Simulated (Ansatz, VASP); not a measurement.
**YGe2: VASP beside Ansatz**

File INCAR:

```
PREC = Accurate ; ENCUT = 500
EDIFF = 1E-6 ; ISMEAR = -1
SIGMA = 0.05 ; LREAL = False
LASPH = True ; NELM = 120
ALGO = Normal ; ISIF = 2
LWAVE = False ; LCHARG = False
NBANDS = 48 ; GGA_COMPAT = False
```

Contents of KPOINTS:

```
regular mesh
0
Gamma
  12 12 12
```

File POSCAR:

```
YGe2
1.0
   -1.9437188932      1.9437188932      8.1383754020
    1.9437188932     -1.9437188932      8.1383754020
    1.9437188932      1.9437188932     -8.1383754020
Y Ge
2 4
Direct
    0.5000000000      0.5000000000      0.0000000000
    0.2500000000      0.7500000000      0.5000000000
    0.8281416813      0.3281416813      0.5000000000
    0.0781416813      0.0781416813      0.0000000000
    0.6718583187      0.1718583187      0.5000000000
    0.9218583187      0.9218583187      0.0000000000
```

Input for Ansatz:

```yaml
crystal:
  lattice:
    - [-1.9437188932, 1.9437188932, 8.138375402]
    - [1.9437188932, -1.9437188932, 8.138375402]
    - [1.9437188932, 1.9437188932, -8.138375402]
  atoms:
    - { symbol: "Y", position: [0.5, 0.5, 0.0] }
    - { symbol: "Y", position: [0.25, 0.75, 0.5] }
    - { symbol: Ge, position: [0.8281416813, 0.3281416813, 0.5] }
    - { symbol: Ge, position: [0.0781416813, 0.0781416813, 0.0] }
    - { symbol: Ge, position: [0.6718583187, 0.1718583187, 0.5] }
    - { symbol: Ge, position: [0.9218583187, 0.9218583187, 0.0] }
kpoints:
  mp_grid: { grid: [12, 12, 12] }
scf:
  occupations: { method: fermi_dirac, width: 0.05 }
hamiltonian:
  xc: lda
  pseudopotentials: { kind: all_electron, lapw: { basis_error: 0.0005 } }
output:
  forces: true
  stress: true
  eigenvalues: true
```

Alike in both runs: task single point; functional LDA; k mesh 12 × 12 × 12; occupations fermi-dirac, width 0.05 eV; no spin polarisation.

|  | VASP | Ansatz |
| --- | --- | --- |
| version | VASP 6.6.1 | Ansatz 0.2.0 |
| potentials or method | VASP PAW LDA potentials, release 64 (Y_sv, Ge_d), cutoff 500 eV | all-electron LAPW, scalar-relativistic |

Ansatz gave:

- pressure (GPa): 0.0

Problem. Estimate VASP's values.

Solution. Pressure (GPa): 0.1.

LDA's correlation is that of Perdew and Zunger in VASP and of Perdew and Wang (1992) in Ansatz. Ansatz ran all-electron here, and VASP with PAW potentials.
